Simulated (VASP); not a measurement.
WSe:

```
W Se
1.0
     0.00000    2.87100    2.87100
     2.87100    0.00000    2.87100
     2.87100    2.87100    0.00000
W Se
1 1
Direct
  0.00000 0.00000 0.00000
  0.50000 0.50000 0.50000
```

* Program: VASP 6.6.1
* Task: relaxation of cell and atoms
* Functional: PBE
* Potentials or basis: VASP PAW PBE potentials, release 64 (W_sv, Se)
* Cutoff: 600 eV
* k mesh: 12 × 12 × 12
* Occupations: gaussian, width 0.1 eV
* Spin: collinear spin, ferromagnetic start
* Starting moments: [1.0, 0.0] μB
* Hubbard terms: W d U = 6.2 eV

At the start: pressure -2.6 GPa; volume 23.66 Å³/atom.

Problem. Where does the relaxation end?

Solution. Over 6 steps the energy falls by 8.8 meV/atom and the volume is 22.66 Å³/atom (-4.2 %); space group Fm-3m (No. 225, to 0.05 Å); moment 3.86 μB per cell.

Step by step:
```tsv
step	energy change (eV)	largest force (eV/Å)	pressure (GPa)	volume (Å³)
1	0.0000	0.0000	-2.59	47.33
2	-0.0167	0.0000	0.59	44.76
3	-0.0176	0.0000	0.09	45.21
4	-0.0176	0.0000	0.07	45.27
5	-0.0172	0.0000	-0.42	45.58
6	-0.0176	0.0000	-0.05	45.32
```

Final structure:
```cif
data_structure
_symmetry_space_group_name_H-M 'P 1'
_symmetry_Int_Tables_number 1
_cell_length_a 4.0019
_cell_length_b 4.0019
_cell_length_c 4.0019
_cell_angle_alpha 60.000
_cell_angle_beta 60.000
_cell_angle_gamma 60.000
_cell_volume 45.32
loop_
_atom_site_label
_atom_site_type_symbol
_atom_site_fract_x
_atom_site_fract_y
_atom_site_fract_z
_atom_site_occupancy
W1 W 0.00000 0.00000 0.00000 1
Se1 Se 0.50000 0.50000 0.50000 1
```
